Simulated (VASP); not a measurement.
# GaP (F-43m) in VASP: single point with PBE

Aim: the single point of GaP with PBE.

Everything below comes from runs of VASP 6.6.1. Logs are shortened: lines on timing, memory, paths and dates and some standing lists are left out, and cuts for length are marked.

## (1) The cell of the first run

It takes space group F-43m (No. 216, cubic). Conventional cell: a = 5.507 Å, b = 5.507 Å, c = 5.507 Å, α = 90.00°, β = 90.00°, γ = 90.00°. Ga (site symmetry -43m) has 4 P at 2.38 Å within 3.1 Å. Within 3.1 Å of P (site symmetry -43m) lie 4 Ga at 2.38 Å.

## (2) Single point, PBE

The input, INCAR:

```
PREC = Accurate
ENCUT = 500
EDIFF = 1E-6
ISMEAR = 0
SIGMA = 0.02
LREAL = False
LASPH = True
NELM = 120
ALGO = Normal
ISIF = 2
LWAVE = False
LCHARG = False
GGA = PE
NBANDS = 16
GGA_COMPAT = False
```

The input, KPOINTS:

```
regular mesh
0
Gamma
  10 10 10
```

The input, POSCAR:

```
GaP
1.0
    0.0000000000      2.7533029093      2.7533029093
    2.7533029093      0.0000000000      2.7533029093
    2.7533029093      2.7533029093      0.0000000000
Ga P
1 1
Direct
    0.0000000000      0.0000000000      0.0000000000
    0.2500000000      0.2500000000      0.2500000000
```

Potentials or basis: VASP PAW PBE potentials, release 64 (Ga_d, P).

The run is started by

```bash
cat potpaw_PBE.64/Ga_d/POTCAR potpaw_PBE.64/P/POTCAR > POTCAR
mpirun -np 1 vasp_std > vasp.out
```

OUTCAR:

```text
PREC = Accurate
   ENCUT = 500
   EDIFF = 1E-6
   ISMEAR = 0
   LREAL = False
   LASPH = True
   NELM = 120
   ISIF = 2
   GGA = PE

 ion  position               nearest neighbor table
   1  0.000  0.000  0.000-   2 2.38   2 2.38   2 2.38   2 2.38
   2  0.250  0.250  0.250-   1 2.38   1 2.38   1 2.38   1 2.38

  LATTYP: Found a face centered cubic cell.
 ALAT       =     5.5066058186

  Lattice vectors:

 A1 = (   0.0000000000,   2.7533029093,   2.7533029093)
 A2 = (   2.7533029093,   0.0000000000,   2.7533029093)
 A3 = (   2.7533029093,   2.7533029093,   0.0000000000)

Analysis of symmetry for initial positions (statically):
=====================================================================
 Subroutine PRICEL returns:
 Original cell was already a primitive cell.

 Routine SETGRP: Setting up the symmetry group for a
 face centered cubic supercell.

 Subroutine GETGRP returns: Found 24 space group operations
 (whereof 24 operations were pure point group operations)
 out of a pool of 48 trial point group operations.

The static configuration has the point symmetry T_d .

Analysis of symmetry for dynamics (positions and initial velocities):
=====================================================================
 Subroutine PRICEL returns:
 Original cell was already a primitive cell.

 Routine SETGRP: Setting up the symmetry group for a
 face centered cubic supercell.

 Subroutine GETGRP returns: Found 24 space group operations
 (whereof 24 operations were pure point group operations)
 out of a pool of 48 trial point group operations.

The dynamic configuration has the point symmetry T_d .

 Subroutine INISYM returns: Found 24 space group operations
 (whereof 24 operations are pure point group operations),
 and found     1 'primitive' translations

----------------------------------------------------------------------------------------

                                     Primitive cell

  volume of cell :      41.7438

  direct lattice vectors                    reciprocal lattice vectors
     0.000000000  2.753302909  2.753302909    -0.181600070  0.181600070  0.181600070
     2.753302909  0.000000000  2.753302909     0.181600070 -0.181600070  0.181600070
     2.753302909  2.753302909  0.000000000     0.181600070  0.181600070 -0.181600070

  length of vectors
     3.893758316  3.893758316  3.893758316     0.314540547  0.314540547  0.314540547

  position of ions in fractional coordinates (direct lattice)
     0.000000000  0.000000000  0.000000000
     0.250000000  0.250000000  0.250000000

  ion indices of the primitive-cell ions
   primitive index   ion index
                 1           1
                 2           2

----------------------------------------------------------------------------------------

 KPOINTS: regular mesh

Automatic generation of k-mesh.
 Grid dimensions read from file:
 generate k-points for:   10   10   10

 Generating k-lattice:

  Cartesian coordinates                     Fractional coordinates (reciprocal lattice)
    -0.018160007  0.018160007  0.018160007     0.100000000  0.000000000  0.000000000
     0.018160007 -0.018160007  0.018160007     0.000000000  0.100000000  0.000000000
     0.018160007  0.018160007 -0.018160007     0.000000000  0.000000000  0.100000000

  Length of vectors
     0.031454055  0.031454055  0.031454055

  Shift w.r.t. Gamma in fractional coordinates (k-lattice)
     0.000000000  0.000000000  0.000000000

 Subroutine IBZKPT returns following result:
 ===========================================

 Found     47 irreducible k-points:

 Following reciprocal coordinates:
            Coordinates               Weight
  0.000000  0.000000  0.000000      1.000000
  0.100000  0.000000  0.000000      8.000000
  0.200000  0.000000  0.000000      8.000000
  0.300000  0.000000  0.000000      8.000000
  0.400000  0.000000  0.000000      8.000000
  0.500000  0.000000  0.000000      4.000000
[... 16 lines left out ...]
  0.300000  0.300000  0.000000      6.000000
  0.400000  0.300000  0.000000     24.000000
 [... further k-points ...]
   k-points           NKPTS =     47   k-points in BZ     NKDIM =     47   number of bands    NBANDS=     16
   number of dos      NEDOS =    301   number of ions     NIONS =      2
   total plane-waves  NPLWV =  21952
   dimension x,y,z NGX =    28 NGY =   28 NGZ =   28
   dimension x,y,z NGXF=    56 NGYF=   56 NGZF=   56
   ions per type =               1   1
   NGX,Y,Z   is equivalent  to a cutoff of  11.95, 11.95, 11.95 a.u.
   NGXF,Y,Z  is equivalent  to a cutoff of  23.91, 23.91, 23.91 a.u.
 SYSTEM =  unknown system
   PREC   = accura    normal or accurate (medium, high low for compatibility)
   ISTART =      0    job   : 0-new  1-cont  2-samecut
   ICHARG =      2    charge: 1-file 2-atom 10-const
   ISPIN  =      1    spin polarized calculation?
   LNONCOLLINEAR =      F non collinear calculations
   LSORBIT =      F    spin-orbit coupling
   LASPH  =      T    aspherical Exc in radial PAW
   ENCUT  =  500.0 eV  36.75 Ry    6.06 a.u.   7.10  7.10  7.10*2*pi/ulx,y,z
   NELM   =    120;   NELMIN=  2; NELMDL= -5     # of ELM steps
   EDIFF  = 0.1E-05   stopping-criterion for ELM
   LREAL  =      F    real-space projection
   EDIFFG = 0.1E-04   stopping-criterion for IOM
   NSW    =      0    number of steps for IOM
   IBRION =     -1    ionic relax: 0-MD 1-quasi-New 2-CG
   NFREE  =      0    steps in history (QN), initial steepest desc. (CG)
   ISIF   =      2    stress and relaxation
   ISYM   =      2    0-nonsym 1-usesym 2-fastsym
   POTIM  = 0.5000    time-step for ionic-motion
   TEBEG  =    0.0;   TEEND  =   0.0 temperature during run
   PSTRESS=    0.0 pullay stress
   NELECT =      18.0000    total number of electrons
   NUPDOWN=      -1.0000    fix difference up-down
   EMIN   =  10.00;   EMAX   =-10.00  energy-range for DOS
   EFERMI =   0.00;   METHOD = LEGACY
   ISMEAR =     0;   SIGMA  =   0.02  broadening in eV -4-tet -1-fermi 0-gaus
   EFERMI_NEDOS =   21; number of points for ismear=-14 and -15
   IALGO  =     38    algorithm
   IMIX   =      4    mixing-type and parameters
     AMIX     =   0.40;   BMIX     =  1.00
     AMIX_MAG =   1.60;   BMIX_MAG =  1.00
  volume/ion in A,a.u.               =      20.87       140.85
  Fermi-wavevector in a.u.,A,eV,Ry     =   1.236806  2.337225 20.812692  1.529690
  Thomas-Fermi vector in A             =   2.371400
   LORBIT       =      0    0 simple, 1 ext, 2 COOP (PROOUT), +10 PAW based schemes
   GGA     = PE    functional components
   LHFCALC =     F    Hartree Fock is set to
   AEXX    =    0.0000 exact exchange contribution
   IVDW    =     0    specifies the selected vdW correction
   LEPSILON=     F    determine dielectric tensor
   LRPA    =     F    only Hartree local field effects (RPA)
 non-spin polarized calculation
 Gauss-broadening in eV      SIGMA  =   0.02
  energy-cutoff  :      500.00
  volume of cell :       41.74
 maximum number of plane-waves:      1073
   NGX = 15   NGY = 15   NGZ = 15

 number of electron      18.0000009 magnetization

 Free energy of the ion-electron system (eV)
  ---------------------------------------------------
  ext. energy  EPLUGINS =         0.00000000
  ---------------------------------------------------
  free energy    TOTEN  =        -9.12747716 eV

  energy without entropy =       -9.12747716  energy(sigma->0) =       -9.12747716

 E-fermi :   4.4331     XC(G=0):  -9.6943

 val. band max:        4.3424950718   @ k =   0.0000   0.0000   0.0000
 cond. band min:       5.9160327896   @ k =   0.0000   0.0000   0.0000
 fundamental gap:      1.5735377178
 Fermi energy:         4.4331456735

 k-point     1 :       0.0000    0.0000    0.0000
  band No.  band energies     occupation
      1     -10.1584      2.00000
      2     -10.1584      2.00000
      3     -10.1584      2.00000
      4     -10.0677      2.00000
      5     -10.0677      2.00000
      6      -7.9222      2.00000
[... 8 lines left out ...]
     15      14.0876      0.00000
     16      14.0876      0.00000

 k-point     2 :       0.1000    0.0000    0.0000
  band No.  band energies     occupation
      1     -10.1661      2.00000
      2     -10.1556      2.00000
      3     -10.1556      2.00000
      4     -10.0677      2.00000
      5     -10.0677      2.00000
      6      -7.7973      2.00000
[... 8 lines left out ...]
     15      13.6333      0.00000
     16      13.6333      0.00000

 k-point     3 :       0.2000    0.0000    0.0000
  band No.  band energies     occupation
      1     -10.1853      2.00000
      2     -10.1488      2.00000
      3     -10.1488      2.00000
      4     -10.0673      2.00000
      5     -10.0673      2.00000
      6      -7.4354      2.00000
[... 8 lines left out ...]
     15      13.2210      0.00000
     16      14.3421      0.00000

 k-point     4 :       0.3000    0.0000    0.0000
  band No.  band energies     occupation
      1     -10.2073      2.00000
      2     -10.1418      2.00000
      3     -10.1418      2.00000
      4     -10.0654      2.00000
      5     -10.0654      2.00000
      6      -6.8830      2.00000
[... 8 lines left out ...]
     15      13.6102      0.00000
     16      13.9996      0.00000
[... 324 lines left out ...]
 k-point    22 :      -0.2000    0.2000    0.0000
  band No.  band energies     occupation
      1     -10.2128      2.00000
      2     -10.1372      2.00000
      3     -10.1362      2.00000
      4     -10.0707      2.00000
      5     -10.0638      2.00000
      6      -6.6934      2.00000
[... 8 lines left out ...]
     15      15.4947      0.00000
     16      16.2318      0.00000

 k-point    23 :       0.3000    0.3000    0.0000
  band No.  band energies     occupation
      1     -10.2334      2.00000
      2     -10.1206      2.00000
      3     -10.1206      2.00000
      4     -10.0869      2.00000
      5     -10.0549      2.00000
      6      -6.5210      2.00000
[... 8 lines left out ...]
     15      15.4087      0.00000
     16      17.8961      0.00000

 k-point    24 :       0.4000    0.3000    0.0000
  band No.  band energies     occupation
      1     -10.2444      2.00000
      2     -10.1153      2.00000
      3     -10.1135      2.00000
      4     -10.0893      2.00000
      5     -10.0530      2.00000
      6      -6.0254      2.00000
[... 8 lines left out ...]
     15      16.0421      0.00000
     16      17.8860      0.00000

 [... further k-points ...]

------------------------ aborting loop because EDIFF is reached ----------------------------------------

  FORCE on cell =-STRESS in cart. coord.  units (eV):
  Direction    XX          YY          ZZ          XY          YZ          ZX
  --------------------------------------------------------------------------------------
  -------------------------------------------------------------------------------------
  Total       -0.0247929     -0.0247929     -0.0247929      0.0000000      0.0000000      0.0000000
  in kB       -0.9515805     -0.9515805     -0.9515805      0.0000000      0.0000000      0.0000000
  external PRESSURE =      -0.9515805 kB  Pullay stress =       0.0000000 kB

 VOLUME and BASIS-vectors are now :
 -----------------------------------------------------------------------------
  energy-cutoff  :      500.00
  volume of cell :       41.74
      direct lattice vectors                 reciprocal lattice vectors
     0.000000000  2.753302909  2.753302909    -0.181600070  0.181600070  0.181600070
     2.753302909  0.000000000  2.753302909     0.181600070 -0.181600070  0.181600070
     2.753302909  2.753302909  0.000000000     0.181600070  0.181600070 -0.181600070

 POSITION                                       TOTAL-FORCE (eV/Angst)
 -----------------------------------------------------------------------------------
      0.00000      0.00000      0.00000         0.000000      0.000000      0.000000
      1.37665      1.37665      1.37665        -0.000000     -0.000000     -0.000000
 -----------------------------------------------------------------------------------
    total drift:                                0.000001      0.000001      0.000001

  FREE ENERGIE OF THE ION-ELECTRON SYSTEM (eV)
  ---------------------------------------------------
  free  energy   TOTEN  =        -9.1274771593 eV

  energy  without entropy=       -9.1274771593  energy(sigma->0) =       -9.12747716
```

Run time: 10 s. Hardware: 1 thread of Intel Xeon 6975P-C (Granite Rapids), shared host; peak memory 0.17 GiB.

What came out:

```
Free energy            : -9.1275 eV
Pressure               : -0.1 GPa
Band gap on the k mesh : 1.57 eV
```

Levels at points of the mesh, in eV from the valence-band top:
| k point | band 6 | band 7 | band 8 | band 9 | band 10 | band 11 | band 12 | band 13 |
| --- | --- | --- | --- | --- | --- | --- | --- | --- |
| (0.00, 0.00, 0.00) | -12.26 | 0.00 | 0.00 | 0.00 | 1.57 | 3.90 | 3.90 | 3.90 |
| (0.50, 0.00, 0.00) | -10.30 | -6.46 | -1.07 | -1.07 | 1.58 | 4.73 | 4.73 | 8.22 |
| (0.50, 0.50, 0.00) | -9.44 | -6.61 | -2.58 | -2.58 | 1.72 | 1.85 | 10.37 | 10.37 |
